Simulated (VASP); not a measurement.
# Ir (I4/mmm) in VASP: further runs

Ir is run at these levels: LDA; tasks: single point.

All numbers are computed with VASP 6.6.1; they aren't measurements. Logs are shortened: lines on timing, memory, paths and dates and some standing lists are left out, and cuts for length are marked.

## 1. The cell of the first run

The structure is tetragonal, space group I4/mmm (No. 139). The conventional cell has a = 2.715 Å, b = 2.715 Å, c = 3.532 Å, α = 90.00°, β = 90.00°, γ = 90.00°. Within 3.6 Å of Ir (site symmetry 4/mmm) lie 14 Ir at 2.61 to 3.53 Å.

## 2. Single point, LDA (strain +0.000 along x and y, -0.080 along z)

File INCAR:

```
SYSTEM = Ir
ALGO = Normal
EDIFF = 1E-6
ENCUT = 560
GGA_COMPAT = .FALSE.
ISIF = 2
ISMEAR = 0
LASPH = .TRUE.
LCHARG = .FALSE.
LREAL = .FALSE.
LWAVE = .FALSE.
NBANDS = 14
NELM = 120
PREC = Accurate
SIGMA = 0.15
```

File KPOINTS:

```
k-points
0
G
  22 22 22
  0 0 0
```

File POSCAR:

```
Ir
1.0
    0.0000000000      1.9197000000      1.7661240000
    1.9197000000      0.0000000000      1.7661240000
    1.9197000000      1.9197000000      0.0000000000
Ir
1
Direct
    0.0000000000      0.0000000000      0.0000000000
```

Potentials or basis: VASP PAW LDA potentials, release 64 (Ir_sv_GW).

Run with:

```console
> cat potpaw_LDA.64/Ir_sv_GW/POTCAR > POTCAR
> mpirun -np 1 vasp_std > vasp.out
```

OUTCAR:

```text
SYSTEM = Ir
   EDIFF = 1E-6
   ENCUT = 560
   ISIF = 2
   ISMEAR = 0
   LASPH = .TRUE.
   LREAL = .FALSE.
   NELM = 120
   PREC = Accurate

 ion  position               nearest neighbor table
   1  0.000  0.000  0.000-

  LATTYP: Found a body centered tetragonal cell.
 ALAT       =     2.7148657757
 C/A-ratio  =     1.3010764774

  Lattice vectors:

 A1 = (   0.0000000000,  -1.9197000000,  -1.7661240000)
 A2 = (   0.0000000000,   1.9197000000,  -1.7661240000)
 A3 = (   1.9197000000,   0.0000000000,   1.7661240000)

Analysis of symmetry for initial positions (statically):
=====================================================================
 Subroutine PRICEL returns:
 Original cell was already a primitive cell.

 Routine SETGRP: Setting up the symmetry group for a
 body centered tetragonal supercell.

 Subroutine GETGRP returns: Found 16 space group operations
 (whereof 16 operations were pure point group operations)
 out of a pool of 16 trial point group operations.

The static configuration has the point symmetry D_4h.

Analysis of symmetry for dynamics (positions and initial velocities):
=====================================================================
 Subroutine PRICEL returns:
 Original cell was already a primitive cell.

 Routine SETGRP: Setting up the symmetry group for a
 body centered tetragonal supercell.

 Subroutine GETGRP returns: Found 16 space group operations
 (whereof 16 operations were pure point group operations)
 out of a pool of 16 trial point group operations.

The dynamic configuration has the point symmetry D_4h.

 Subroutine INISYM returns: Found 16 space group operations
 (whereof 16 operations are pure point group operations),
 and found     1 'primitive' translations

----------------------------------------------------------------------------------------

                                     Primitive cell

  volume of cell :      13.0172

  direct lattice vectors                    reciprocal lattice vectors
     0.000000000  1.919700000  1.766124000    -0.260457363  0.260457363  0.283105829
     1.919700000  0.000000000  1.766124000     0.260457363 -0.260457363  0.283105829
     1.919700000  1.919700000  0.000000000     0.260457363  0.260457363 -0.283105829

  length of vectors
     2.608532552  2.608532552  2.714865776     0.464569679  0.464569679  0.464569679

  position of ions in fractional coordinates (direct lattice)
     0.000000000  0.000000000  0.000000000

  ion indices of the primitive-cell ions
   primitive index   ion index
                 1           1

----------------------------------------------------------------------------------------

 KPOINTS: k-points

Automatic generation of k-mesh.
 Grid dimensions read from file:
 generate k-points for:   22   22   22

 Generating k-lattice:

  Cartesian coordinates                     Fractional coordinates (reciprocal lattice)
    -0.011838971  0.011838971  0.012868447     0.045454545 -0.000000000  0.000000000
     0.011838971 -0.011838971  0.012868447    -0.000000000  0.045454545  0.000000000
     0.011838971  0.011838971 -0.012868447     0.000000000  0.000000000  0.045454545

  Length of vectors
     0.021116804  0.021116804  0.021116804

  Shift w.r.t. Gamma in fractional coordinates (k-lattice)
     0.000000000  0.000000000  0.000000000

 Subroutine IBZKPT returns following result:
 ===========================================

 Found    834 irreducible k-points:

 Following reciprocal coordinates:
            Coordinates               Weight
  0.000000  0.000000  0.000000      1.000000
  0.045455  0.000000  0.000000      8.000000
  0.090909  0.000000  0.000000      8.000000
  0.136364  0.000000  0.000000      8.000000
  0.181818  0.000000  0.000000      8.000000
  0.227273  0.000000  0.000000      8.000000
[... 16 lines left out ...]
  0.500000  0.045455  0.000000      8.000000
 -0.454545  0.045455  0.000000      8.000000
 [... further k-points ...]
   k-points           NKPTS =    834   k-points in BZ     NKDIM =    834   number of bands    NBANDS=     14
   number of dos      NEDOS =    301   number of ions     NIONS =      1
   total plane-waves  NPLWV =   9600
   dimension x,y,z NGX =    20 NGY =   20 NGZ =   24
   dimension x,y,z NGXF=    40 NGYF=   40 NGZF=   48
   ions per type =               1
   NGX,Y,Z   is equivalent  to a cutoff of  12.75, 12.75, 14.70 a.u.
   NGXF,Y,Z  is equivalent  to a cutoff of  25.49, 25.49, 29.39 a.u.
 SYSTEM =  Ir
   PREC   = accura    normal or accurate (medium, high low for compatibility)
   ISTART =      0    job   : 0-new  1-cont  2-samecut
   ICHARG =      2    charge: 1-file 2-atom 10-const
   ISPIN  =      1    spin polarized calculation?
   LNONCOLLINEAR =      F non collinear calculations
   LSORBIT =      F    spin-orbit coupling
   LASPH  =      T    aspherical Exc in radial PAW
   ENCUT  =  560.0 eV  41.16 Ry    6.42 a.u.   5.03  5.03  5.24*2*pi/ulx,y,z
   NELM   =    120;   NELMIN=  2; NELMDL= -5     # of ELM steps
   EDIFF  = 0.1E-05   stopping-criterion for ELM
   LREAL  =      F    real-space projection
   EDIFFG = 0.1E-04   stopping-criterion for IOM
   NSW    =      0    number of steps for IOM
   IBRION =     -1    ionic relax: 0-MD 1-quasi-New 2-CG
   NFREE  =      0    steps in history (QN), initial steepest desc. (CG)
   ISIF   =      2    stress and relaxation
   ISYM   =      2    0-nonsym 1-usesym 2-fastsym
   POTIM  = 0.5000    time-step for ionic-motion
   TEBEG  =    0.0;   TEEND  =   0.0 temperature during run
   PSTRESS=    0.0 pullay stress
   NELECT =      17.0000    total number of electrons
   NUPDOWN=      -1.0000    fix difference up-down
   EMIN   =  10.00;   EMAX   =-10.00  energy-range for DOS
   EFERMI =   0.00;   METHOD = LEGACY
   ISMEAR =     0;   SIGMA  =   0.15  broadening in eV -4-tet -1-fermi 0-gaus
   EFERMI_NEDOS =   21; number of points for ismear=-14 and -15
   IALGO  =     38    algorithm
   IMIX   =      4    mixing-type and parameters
     AMIX     =   0.40;   BMIX     =  1.00
     AMIX_MAG =   1.60;   BMIX_MAG =  1.00
  volume/ion in A,a.u.               =      13.02        87.84
  Fermi-wavevector in a.u.,A,eV,Ry     =   1.789446  3.381562 43.567427  3.202116
  Thomas-Fermi vector in A             =   2.852418
   LORBIT       =      0    0 simple, 1 ext, 2 COOP (PROOUT), +10 PAW based schemes
   GGA     = CA    functional components
   LHFCALC =     F    Hartree Fock is set to
   AEXX    =    0.0000 exact exchange contribution
   IVDW    =     0    specifies the selected vdW correction
   LEPSILON=     F    determine dielectric tensor
   LRPA    =     F    only Hartree local field effects (RPA)
 non-spin polarized calculation
 Gauss-broadening in eV      SIGMA  =   0.15
  energy-cutoff  :      560.00
  volume of cell :       13.02
 maximum number of plane-waves:       426
   NGX =  9   NGY =  9   NGZ = 11

 number of electron      17.0000000 magnetization

 Free energy of the ion-electron system (eV)
  ---------------------------------------------------
  ext. energy  EPLUGINS =         0.00000000
  ---------------------------------------------------
  free energy    TOTEN  =       -10.74542923 eV

  energy without entropy =      -10.73492620  energy(sigma->0) =      -10.74017772

 E-fermi :  14.3053     XC(G=0): -15.3198

 val. band max:       14.3008266088   @ k =  -0.4545   0.4091   0.0455
 cond. band min:      14.3061938725   @ k =   0.3636  -0.0000   0.2727
 fundamental gap:      0.0053672637
 Fermi energy:        14.3052642003

 k-point     1 :       0.0000    0.0000    0.0000
  band No.  band energies     occupation
      1     -78.4326      2.00000
      2     -35.0235      2.00000
      3     -35.0235      2.00000
      4     -34.9472      2.00000
      5       2.3697      2.00000
      6       9.6038      2.00000
      7       9.6038      2.00000
      8      10.7379      2.00000
      9      12.1926      2.00000
     10      13.7117      2.00000
     11      27.8448      0.00000
     12      32.6937      0.00000
     13      32.6937      0.00000
     14      35.8619      0.00000

 k-point     2 :       0.0455    0.0000    0.0000
  band No.  band energies     occupation
      1     -78.4310      2.00000
      2     -35.0396      2.00000
      3     -35.0281      2.00000
      4     -34.9566      2.00000
      5       2.4722      2.00000
      6       9.5917      2.00000
      7       9.6478      2.00000
      8      10.7340      2.00000
      9      12.1749      2.00000
     10      13.6671      2.00000
     11      28.0283      0.00000
     12      32.5557      0.00000
     13      32.8627      0.00000
     14      35.6458      0.00000

 k-point     3 :       0.0909    0.0000    0.0000
  band No.  band energies     occupation
      1     -78.4252      2.00000
      2     -35.0960      2.00000
      3     -35.0409      2.00000
      4     -34.9724      2.00000
      5       2.7716      2.00000
      6       9.5390      2.00000
      7       9.7634      2.00000
      8      10.7492      2.00000
      9      12.1434      2.00000
     10      13.5488      2.00000
     11      28.5466      0.00000
     12      32.0059      0.00000
     13      33.3614      0.00000
     14      35.6069      0.00000
[... 324 lines left out ...]
 k-point    23 :       0.5000    0.0455    0.0000
  band No.  band energies     occupation
      1     -78.3312      2.00000
      2     -36.0676      2.00000
      3     -35.2421      2.00000
      4     -35.0764      2.00000
      5       5.4298      2.00000
      6       9.2580      2.00000
      7      10.3958      2.00000
      8      12.9484      2.00000
      9      15.5745      0.00000
     10      15.8013      0.00000
     11      22.6197      0.00000
     12      27.5780      0.00000
     13      33.4000      0.00000
     14      34.7350      0.00000

 k-point    24 :      -0.4545    0.0455    0.0000
  band No.  band energies     occupation
      1     -78.3322      2.00000
      2     -36.0564      2.00000
      3     -35.2363      2.00000
      4     -35.0796      2.00000
      5       5.4366      2.00000
      6       9.2645      2.00000
      7      10.3839      2.00000
      8      12.9205      2.00000
      9      15.5144      0.00000
     10      15.6039      0.00000
     11      22.8332      0.00000
     12      27.6237      0.00000
     13      33.7562      0.00000
     14      34.6632      0.00000

 [... further k-points ...]

------------------------ aborting loop because EDIFF is reached ----------------------------------------

  FORCE on cell =-STRESS in cart. coord.  units (eV):
  Direction    XX          YY          ZZ          XY          YZ          ZX
  --------------------------------------------------------------------------------------
  -------------------------------------------------------------------------------------
  Total        1.5021506      1.5021506      4.4232824      0.0000000      0.0000000     -0.0000000
  in kB      184.8868965    184.8868965    544.4240825      0.0000000      0.0000000     -0.0000000
  external PRESSURE =     304.7326252 kB  Pullay stress =       0.0000000 kB

 VOLUME and BASIS-vectors are now :
 -----------------------------------------------------------------------------
  energy-cutoff  :      560.00
  volume of cell :       13.02
      direct lattice vectors                 reciprocal lattice vectors
     0.000000000  1.919700000  1.766124000    -0.260457363  0.260457363  0.283105829
     1.919700000  0.000000000  1.766124000     0.260457363 -0.260457363  0.283105829
     1.919700000  1.919700000  0.000000000     0.260457363  0.260457363 -0.283105829

 POSITION                                       TOTAL-FORCE (eV/Angst)
 -----------------------------------------------------------------------------------
      0.00000      0.00000      0.00000         0.000000      0.000000      0.000000
 -----------------------------------------------------------------------------------
    total drift:                                0.000000     -0.000000     -0.000000

  FREE ENERGIE OF THE ION-ELECTRON SYSTEM (eV)
  ---------------------------------------------------
  free  energy   TOTEN  =       -10.7454292341 eV

  energy  without entropy=      -10.7349262023  energy(sigma->0) =      -10.74017772
```

It took 78 s on 1 thread of Intel Xeon Platinum 8488C (Sapphire Rapids), shared host; peak memory 0.29 GiB.

What came out:

```
Free energy            : -10.7454 eV
Pressure               : 30.5 GPa
Band gap on the k mesh : zero (an odd number of electrons rules out a gap without spin polarisation)
```

Caveat: the cell differs from its parent crystal (strain +0.000 along x and y, -0.080 along z); the stress differs along the axes, from 18 to 54 GPa; spin-orbit coupling is left out, which moves the levels of the heavy elements.

## 3. Single point, LDA (strain +0.080 along x and y, -0.080 along z)

File INCAR:

```
ALGO = Normal
EDIFF = 1E-6
ENCUT = 560
GGA_COMPAT = F
ISIF = 2
ISMEAR = 0
LASPH = T
LCHARG = T
LELF = T
LREAL = F
LVHAR = T
LWAVE = F
NBANDS = 14
NELM = 120
PREC = Accurate
SIGMA = 0.15
```

File KPOINTS:

```
k-points
0
Gamma
  22 22 22
```

File POSCAR:

```
Ir
1.0
    0.0000000000      2.0732760000      1.7661240000
    2.0732760000      0.0000000000      1.7661240000
    2.0732760000      2.0732760000      0.0000000000
Ir
1
Direct
    0.0000000000      0.0000000000      0.0000000000
```

Potentials or basis: VASP PAW LDA potentials, release 64 (Ir_sv_GW).

Run with:

```console
> cat potpaw_LDA.64/Ir_sv_GW/POTCAR > POTCAR
> mpirun -np 1 vasp_std > vasp.out
```

Run time: 1.8 min. Hardware: 1 thread of Intel Xeon Platinum 8259CL at 2.50GHz (Skylake/Cascade Lake), shared host; peak memory 0.31 GiB.

The run converged. Its results:

| Item | Value |
| --- | --- |
| Free energy | -10.5634 eV |
| Pressure | -25.9 GPa |
| Band gap on the k mesh | zero (an odd number of electrons rules out a gap without spin polarisation) |

Stress tensor (GPa, compression positive):
```
-38.76   0.00   0.00
  0.00 -38.76   0.00
  0.00   0.00  -0.18
```

Levels at points of the mesh, in eV from the Fermi level:
```tsv
k point	band 4	band 5	band 6	band 7	band 8	band 9	band 10	band 11	band 12	band 13
(0.00, 0.00, 0.00)	-48.85	-10.27	-3.79	-3.79	-2.24	-2.14	-0.14	14.36	17.54	17.54
(0.50, 0.00, 0.00)	-48.92	-7.28	-4.44	-2.32	-0.37	0.26	1.46	6.87	13.19	17.43
(0.50, 0.50, 0.00)	-49.32	-6.86	-6.66	0.88	1.43	1.43	4.19	9.48	9.48	12.36
(0.50, 0.00, 0.50)	-49.06	-7.12	-6.24	0.50	0.51	0.85	1.96	8.49	11.63	13.24
```

Caveat: the cell differs from its parent crystal (strain +0.080 along x and y, -0.080 along z); the stress differs along the axes, from -39 to -0 GPa; spin-orbit coupling is left out, which moves the levels of the heavy elements.

[end of part 1 of 2]
